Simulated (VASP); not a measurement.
The system is GaP.

```xyz
2
Lattice="0.0000 2.7254 2.6709 2.7254 0.0000 2.6709 2.7254 2.7254 0.0000" Properties=species:S:1:pos:R:3 pbc="T T T"
Ga    0.0000    0.0000    0.0000
P     1.3627    1.3627    1.3354
```

This cell differs from its parent crystal: uniaxial z strain -2.0%.

Base run:

```yaml
Program: VASP 6.6.1
Functional: PBE
Potentials_or_basis: VASP PAW PBE potentials, release 64 (Ga_d, P)
Cutoff: 520 eV
k_mesh: 8 × 8 × 8
Occupations: fermi-dirac, width 0.02 eV
Spin: no spin polarisation
```

Its results: band gap on the k mesh 1.41 eV, indirect (least direct gap 1.92 eV); pressure 4.2 GPa.

Question: The run is repeated on the same cell with these changes: functional from PBE to r2SCAN; occupations from fermi-dirac, width 0.02 eV to gaussian, width 0.01 eV. What comes out?

Answer: Band gap on the k mesh 1.66 eV, indirect (least direct gap 2.44 eV); pressure 1.8 GPa.

Caveats: the PAW data sets were made with another functional, which shifts forces and pressure a little (some runs).

A k mesh can miss the band edges.
